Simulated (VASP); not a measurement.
# CsP2 (P4/mmm) in VASP: notebook

Runs on CsP2. Level: PBE. Tasks: single point, relaxation of cell and atoms.

Program: VASP 6.6.1. These are calculated values, not measurements. Logs are shortened: lines on timing, memory, paths and dates and some standing lists are left out, and cuts for length are marked.

**1. The cell of the first run**

Symmetry: P4/mmm, No. 123, tetragonal system. Conventional cell: a = 3.536 Å, b = 3.536 Å, c = 6.223 Å, α = 90.00°, β = 90.00°, γ = 90.00°. Cs (site symmetry 4/mmm) has 4 Cs at 3.54 Å and 8 P at 3.58 Å within 4.6 Å. P (site symmetry mmm) has 4 P at 2.50 Å within 3.3 Å.

**2. Single point, PBE**

Input file INCAR:

```
  ALGO = Normal
  EDIFF = 1E-7
  ENCUT = 520
  GGA = PE
  ISIF = 2
  ISMEAR = 0
  LASPH = T
  LCHARG = F
  LREAL = F
  LWAVE = F
  NBANDS = 16
  NELM = 100
  PREC = Accurate
  SIGMA = 0.1
```

Input file KPOINTS:

```
k-points
0
Gamma
  14 14 8
```

Input file POSCAR:

```
CsP2
1.0
    3.5357431373      0.0000000000      0.0000000000
    0.0000000000      3.5357431373      0.0000000000
    0.0000000000      0.0000000000      6.2233252919
Cs P
1 2
Direct
    0.0000000000      0.0000000000      0.0000000000
    0.5000000000      0.0000000000      0.5000000000
    0.0000000000      0.5000000000      0.5000000000
```

Potentials or basis: VASP PAW PBE potentials, release 64 (Cs_sv, P).

On the command line:

```sh
cat potpaw_PBE.64/Cs_sv/POTCAR potpaw_PBE.64/P/POTCAR > POTCAR
mpirun -np 1 vasp_std > vasp.out
```

OUTCAR:

```text
EDIFF = 1E-7
   ENCUT = 520
   GGA = PE
   ISIF = 2
   ISMEAR = 0
   LASPH = T
   LREAL = F
   NELM = 100
   PREC = Accurate

 ion  position               nearest neighbor table
   1  0.000  0.000  0.000-
   2  0.500  0.000  0.500-   3 2.50   3 2.50   3 2.50   3 2.50
   3  0.000  0.500  0.500-   2 2.50   2 2.50   2 2.50   2 2.50

  LATTYP: Found a simple tetragonal cell.
 ALAT       =     3.5357431373
 C/A-ratio  =     1.7601180431

  Lattice vectors:

 A1 = (   3.5357431373,   0.0000000000,   0.0000000000)
 A2 = (   0.0000000000,   3.5357431373,   0.0000000000)
 A3 = (   0.0000000000,   0.0000000000,   6.2233252919)

Analysis of symmetry for initial positions (statically):
=====================================================================
 Subroutine PRICEL returns:
 Original cell was already a primitive cell.

 Routine SETGRP: Setting up the symmetry group for a
 simple tetragonal supercell.

 Subroutine GETGRP returns: Found 16 space group operations
 (whereof 16 operations were pure point group operations)
 out of a pool of 16 trial point group operations.

The static configuration has the point symmetry D_4h.

Analysis of symmetry for dynamics (positions and initial velocities):
=====================================================================
 Subroutine PRICEL returns:
 Original cell was already a primitive cell.

 Routine SETGRP: Setting up the symmetry group for a
 simple tetragonal supercell.

 Subroutine GETGRP returns: Found 16 space group operations
 (whereof 16 operations were pure point group operations)
 out of a pool of 16 trial point group operations.

The dynamic configuration has the point symmetry D_4h.

 Subroutine INISYM returns: Found 16 space group operations
 (whereof 16 operations are pure point group operations),
 and found     1 'primitive' translations

----------------------------------------------------------------------------------------

                                     Primitive cell

  volume of cell :      77.8008

  direct lattice vectors                    reciprocal lattice vectors
     3.535743137  0.000000000  0.000000000     0.282825975  0.000000000  0.000000000
     0.000000000  3.535743137  0.000000000     0.000000000  0.282825975  0.000000000
     0.000000000  0.000000000  6.223325292     0.000000000  0.000000000  0.160685799

  length of vectors
     3.535743137  3.535743137  6.223325292     0.282825975  0.282825975  0.160685799

  position of ions in fractional coordinates (direct lattice)
     0.000000000  0.000000000  0.000000000
     0.500000000  0.000000000  0.500000000
     0.000000000  0.500000000  0.500000000

  ion indices of the primitive-cell ions
   primitive index   ion index
                 1           1
                 2           2
                 3           3

----------------------------------------------------------------------------------------

 KPOINTS: k-points

Automatic generation of k-mesh.
 Grid dimensions read from file:
 generate k-points for:   14   14    8

 Generating k-lattice:

  Cartesian coordinates                     Fractional coordinates (reciprocal lattice)
     0.020201855  0.000000000  0.000000000     0.071428571  0.000000000  0.000000000
     0.000000000  0.020201855  0.000000000     0.000000000  0.071428571  0.000000000
     0.000000000  0.000000000  0.020085725     0.000000000  0.000000000  0.125000000

  Length of vectors
     0.020201855  0.020201855  0.020085725

  Shift w.r.t. Gamma in fractional coordinates (k-lattice)
     0.000000000  0.000000000  0.000000000

 Subroutine IBZKPT returns following result:
 ===========================================

 Found    180 irreducible k-points:

 Following reciprocal coordinates:
            Coordinates               Weight
  0.000000  0.000000  0.000000      1.000000
  0.071429  0.000000  0.000000      4.000000
  0.142857  0.000000  0.000000      4.000000
  0.214286  0.000000  0.000000      4.000000
  0.285714  0.000000  0.000000      4.000000
  0.357143  0.000000  0.000000      4.000000
[... 16 lines left out ...]
  0.285714  0.214286  0.000000      8.000000
  0.357143  0.214286  0.000000      8.000000
 [... further k-points ...]
   k-points           NKPTS =    180   k-points in BZ     NKDIM =    180   number of bands    NBANDS=     16
   number of dos      NEDOS =    301   number of ions     NIONS =      3
   total plane-waves  NPLWV =  37632
   dimension x,y,z NGX =    28 NGY =   28 NGZ =   48
   dimension x,y,z NGXF=    56 NGYF=   56 NGZF=   96
   ions per type =               1   2
   NGX,Y,Z   is equivalent  to a cutoff of  13.17, 13.17, 12.82 a.u.
   NGXF,Y,Z  is equivalent  to a cutoff of  26.33, 26.33, 25.64 a.u.
 SYSTEM =  unknown system
   PREC   = accura    normal or accurate (medium, high low for compatibility)
   ISTART =      0    job   : 0-new  1-cont  2-samecut
   ICHARG =      2    charge: 1-file 2-atom 10-const
   ISPIN  =      1    spin polarized calculation?
   LNONCOLLINEAR =      F non collinear calculations
   LSORBIT =      F    spin-orbit coupling
   LASPH  =      T    aspherical Exc in radial PAW
   ENCUT  =  520.0 eV  38.22 Ry    6.18 a.u.   6.57  6.57 11.57*2*pi/ulx,y,z
   NELM   =    100;   NELMIN=  2; NELMDL= -5     # of ELM steps
   EDIFF  = 0.1E-06   stopping-criterion for ELM
   LREAL  =      F    real-space projection
   EDIFFG = 0.1E-05   stopping-criterion for IOM
   NSW    =      0    number of steps for IOM
   IBRION =     -1    ionic relax: 0-MD 1-quasi-New 2-CG
   NFREE  =      0    steps in history (QN), initial steepest desc. (CG)
   ISIF   =      2    stress and relaxation
   ISYM   =      2    0-nonsym 1-usesym 2-fastsym
   POTIM  = 0.5000    time-step for ionic-motion
   TEBEG  =    0.0;   TEEND  =   0.0 temperature during run
   PSTRESS=    0.0 pullay stress
   NELECT =      19.0000    total number of electrons
   NUPDOWN=      -1.0000    fix difference up-down
   EMIN   =  10.00;   EMAX   =-10.00  energy-range for DOS
   EFERMI =   0.00;   METHOD = LEGACY
   ISMEAR =     0;   SIGMA  =   0.10  broadening in eV -4-tet -1-fermi 0-gaus
   EFERMI_NEDOS =   21; number of points for ismear=-14 and -15
   IALGO  =     38    algorithm
   IMIX   =      4    mixing-type and parameters
     AMIX     =   0.40;   BMIX     =  1.00
     AMIX_MAG =   1.60;   BMIX_MAG =  1.00
  volume/ion in A,a.u.               =      25.93       175.01
  Fermi-wavevector in a.u.,A,eV,Ry     =   1.023288  1.933735 14.246921  1.047119
  Thomas-Fermi vector in A             =   2.157014
   LORBIT       =      0    0 simple, 1 ext, 2 COOP (PROOUT), +10 PAW based schemes
   GGA     = PE    functional components
   LHFCALC =     F    Hartree Fock is set to
   AEXX    =    0.0000 exact exchange contribution
   IVDW    =     0    specifies the selected vdW correction
   LEPSILON=     F    determine dielectric tensor
   LRPA    =     F    only Hartree local field effects (RPA)
 non-spin polarized calculation
 Gauss-broadening in eV      SIGMA  =   0.10
  energy-cutoff  :      520.00
  volume of cell :       77.80
 maximum number of plane-waves:      2127
 NGX is ok and might be reduce to    28
   NGX = 13   NGY = 13   NGZ = 23

 number of electron      18.9999999 magnetization

 Free energy of the ion-electron system (eV)
  ---------------------------------------------------
  ext. energy  EPLUGINS =         0.00000000
  ---------------------------------------------------
  free energy    TOTEN  =       -11.51333351 eV

  energy without entropy =      -11.50711401  energy(sigma->0) =      -11.51022376

 E-fermi :   5.0695     XC(G=0):  -9.3604

 val. band max:        5.0643988861   @ k =   0.2857   0.0714   0.5000
 cond. band min:       5.0802828030   @ k =   0.5000   0.5000   0.2500
 fundamental gap:      0.0158839169
 Fermi energy:         5.0695113513

 k-point     1 :       0.0000    0.0000    0.0000
  band No.  band energies     occupation
      1     -18.2882      2.00000
      2      -8.4140      2.00000
      3      -5.2217      2.00000
      4      -3.9547      2.00000
      5      -3.9547      2.00000
      6       0.4819      2.00000
[... 8 lines left out ...]
     15      10.6443      0.00000
     16      10.6443      0.00000

 k-point     2 :       0.0714    0.0000    0.0000
  band No.  band energies     occupation
      1     -18.2728      2.00000
      2      -8.3597      2.00000
      3      -5.1981      2.00000
      4      -4.1093      2.00000
      5      -3.9416      2.00000
      6      -0.0481      2.00000
[... 8 lines left out ...]
     15      10.6072      0.00000
     16      10.6742      0.00000

 k-point     3 :       0.1429    0.0000    0.0000
  band No.  band energies     occupation
      1     -18.2291      2.00000
      2      -8.1974      2.00000
      3      -5.1307      2.00000
      4      -4.5115      2.00000
      5      -3.9047      2.00000
      6      -1.0034      2.00000
[... 8 lines left out ...]
     15      10.1257      0.00000
     16      10.5522      0.00000

 k-point     4 :       0.2143    0.0000    0.0000
  band No.  band energies     occupation
      1     -18.1644      2.00000
      2      -7.9296      2.00000
      3      -5.0296      2.00000
      4      -5.0293      2.00000
      5      -3.8504      2.00000
      6      -2.0253      2.00000
[... 8 lines left out ...]
     15       9.7282      0.00000
     16      10.4999      0.00000
[... 324 lines left out ...]
 k-point    22 :       0.2143    0.2143    0.0000
  band No.  band energies     occupation
      1     -18.0422      2.00000
      2      -7.4560      2.00000
      3      -4.9045      2.00000
      4      -4.8893      2.00000
      5      -4.8465      2.00000
      6      -2.3601      2.00000
[... 8 lines left out ...]
     15       9.9101      0.00000
     16      10.5475      0.00000

 k-point    23 :       0.2857    0.2143    0.0000
  band No.  band energies     occupation
      1     -17.9694      2.00000
      2      -7.1013      2.00000
      3      -5.3896      2.00000
      4      -4.8186      2.00000
      5      -4.7344      2.00000
      6      -2.9256      2.00000
[... 8 lines left out ...]
     15      10.2245      0.00000
     16      10.9903      0.00000

 k-point    24 :       0.3571    0.2143    0.0000
  band No.  band energies     occupation
      1     -17.9017      2.00000
      2      -6.6884      2.00000
      3      -5.7550      2.00000
      4      -4.7523      2.00000
      5      -4.6280      2.00000
      6      -3.6583      2.00000
[... 8 lines left out ...]
     15      10.6347      0.00000
     16      11.2324      0.00000

 [... further k-points ...]
[... 5 lines left out ...]
  --------------------------------------------------------------------------------------
  -------------------------------------------------------------------------------------
  Total        0.0114541      0.0114541      0.1028246      0.0000000     -0.0000000      0.0000000
  in kB        0.2358778      0.2358778      2.1175016      0.0000000     -0.0000000      0.0000000
  external PRESSURE =       0.8630858 kB  Pullay stress =       0.0000000 kB

 VOLUME and BASIS-vectors are now :
 -----------------------------------------------------------------------------
  energy-cutoff  :      520.00
  volume of cell :       77.80
      direct lattice vectors                 reciprocal lattice vectors
     3.535743137  0.000000000  0.000000000     0.282825975  0.000000000  0.000000000
     0.000000000  3.535743137  0.000000000     0.000000000  0.282825975  0.000000000
     0.000000000  0.000000000  6.223325292     0.000000000  0.000000000  0.160685799

 POSITION                                       TOTAL-FORCE (eV/Angst)
 -----------------------------------------------------------------------------------
      0.00000      0.00000      0.00000         0.000000      0.000000      0.000000
      1.76787      0.00000      3.11166         0.000000      0.000000      0.000000
      0.00000      1.76787      3.11166         0.000000      0.000000      0.000000
 -----------------------------------------------------------------------------------
    total drift:                               -0.000000     -0.000000      0.000000

  FREE ENERGIE OF THE ION-ELECTRON SYSTEM (eV)
  ---------------------------------------------------
  free  energy   TOTEN  =       -11.5133335065 eV

  energy  without entropy=      -11.5071140135  energy(sigma->0) =      -11.51022376
```

Run time: 2.4 min. Hardware: 1 thread of Intel Xeon Platinum 8488C (Sapphire Rapids), shared host; peak memory 0.34 GiB.

What came out:

* Free energy: -11.5133 eV
* Pressure: 0.1 GPa

Caveat: spin-orbit coupling is left out, which moves the levels of the heavy elements.

**3. Relaxation of cell and atoms, PBE**

This run uses another cell than the first one, of 25.57 Å³/atom, 0.986 times its volume.

Input file INCAR:

```
PREC = Accurate
ENCUT = 600
EDIFF = 1E-7
ISMEAR = 0
SIGMA = 0.1
LREAL = False
LASPH = True
NELM = 100
ALGO = Normal
ISIF = 3
LWAVE = False
LCHARG = False
GGA = PE
IBRION = 2
NSW = 100
EDIFFG = -0.01
```

Input file KPOINTS:

```
regular mesh
0
Gamma
  14 14 8
```

Input file POSCAR:

```
CsP2
1.0
    3.5193790646      0.0000000000      0.0000000000
    0.0000000000      3.5193790646      0.0000000000
    0.0000000000      0.0000000000      6.1940179262
Cs P
1 2
Direct
    0.0000000000      0.0000000000      0.0000000000
    0.5000000000      0.0000000000      0.5000000000
    0.0000000000      0.5000000000      0.5000000000
```

Potentials or basis: VASP PAW PBE potentials, release 64 (Cs_sv, P).

On the command line:

```sh
cat potpaw_PBE.64/Cs_sv/POTCAR potpaw_PBE.64/P/POTCAR > POTCAR
mpirun -np 1 vasp_std > vasp.out
```

Run time: 3.3 min. Hardware: 1 thread of Intel Xeon Platinum 8488C (Sapphire Rapids), shared host; peak memory 0.36 GiB.

It converged, with:

* Free energy: -11.5137 eV
* Relaxed volume: 25.97 Å³/atom
* Relaxed cell: a = 3.535 Å, b = 3.535 Å, c = 6.234 Å, α = 90.00°, β = 90.00°, γ = 90.00°
* Space group after relaxing (to 0.05 Å): P4/mmm (No. 123)
* Energy gained by relaxing: 0.9 meV/atom
* Ionic steps: 2
* Pressure after relaxing: 0.0 GPa

Step by step:
| step | energy change (eV) | largest force (eV/Å) | pressure (GPa) | volume (Å³) |
| --- | --- | --- | --- | --- |
| 1 | 0.0000 | 0.0000 | 0.68 | 76.72 |
| 2 | -0.0027 | 0.0000 | 0.03 | 77.92 |

Final structure:
```
CELL_PARAMETERS angstrom
3.53538 0.00000 0.00000
0.00000 3.53538 0.00000
0.00000 0.00000 6.23435
ATOMIC_POSITIONS crystal
Cs 0.00000 0.00000 0.00000
P 0.50000 0.00000 0.50000
P 0.00000 0.50000 0.50000
```

Levels at points of the mesh, in eV from the Fermi level:
```csv
k point,band 7,band 8,band 9,band 10,band 11,band 12,band 13
"(0.00, 0.00, 0.00)",-3.26,-3.14,-3.14,0.51,1.89,2.23,2.89
"(0.50, 0.00, 0.00)",-2.63,-1.10,-0.55,-0.53,0.93,1.29,2.82
"(0.50, 0.50, 0.00)",-6.35,-6.24,-1.49,-1.49,0.28,3.41,5.20
"(0.00, 0.00, 0.50)",-4.55,-3.21,-3.21,0.87,1.17,3.02,3.72
"(0.50, 0.00, 0.50)",-2.16,-1.67,-0.63,-0.51,1.17,1.20,2.15
"(0.50, 0.50, 0.50)",-6.21,-5.90,-0.62,-0.62,-0.23,2.89,3.29
```

Caveat: spin-orbit coupling is left out, which moves the levels of the heavy elements.
